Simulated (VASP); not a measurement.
The system is Ag.

```
CELL_PARAMETERS angstrom
-1.65565 1.65565 1.65565
1.65565 -1.65565 1.65565
1.65565 1.65565 -1.65565
ATOMIC_POSITIONS crystal
Ag 0.00000 0.00000 0.00000
```

| Quantity | Value |
| --- | --- |
| Program | VASP 6.6.1 |
| Task | relaxation of cell and atoms |
| Functional | RPBE |
| Dispersion | D4 |
| Potentials or basis | VASP PAW PBE potentials, release 64 (Ag) |
| Cutoff | 600 eV |
| k mesh | 11 × 11 × 11 |
| Occupations | fermi-dirac, width 0.05 eV |
| Spin | no spin polarisation |

At the start: pressure -5.5 GPa; volume 18.15 Å³/atom.

Where does the relaxation end?

Over 3 steps the energy falls by 20.0 meV/atom and the volume is 17.06 Å³/atom (-6.0 %); space group Im-3m (No. 229, to 0.05 Å).

The path:
| step | energy change (eV) | largest force (eV/Å) | pressure (GPa) | volume (Å³) |
| --- | --- | --- | --- | --- |
| 1 | 0.0000 | 0.0000 | -5.49 | 18.15 |
| 2 | -0.0150 | 0.0000 | 3.37 | 16.57 |
| 3 | -0.0200 | 0.0000 | 0.00 | 17.06 |

Final structure:
```cif
data_structure
_symmetry_space_group_name_H-M 'P 1'
_symmetry_Int_Tables_number 1
_cell_length_a 2.8091
_cell_length_b 2.8091
_cell_length_c 2.8091
_cell_angle_alpha 109.471
_cell_angle_beta 109.471
_cell_angle_gamma 109.471
_cell_volume 17.06
loop_
_atom_site_label
_atom_site_type_symbol
_atom_site_fract_x
_atom_site_fract_y
_atom_site_fract_z
_atom_site_occupancy
Ag1 Ag 0.00000 0.00000 0.00000 1
```

Caveat: the PAW data sets were made with another functional, which shifts forces and pressure a little; pairwise dispersion overbinds metals, which lowers pressure and volume.
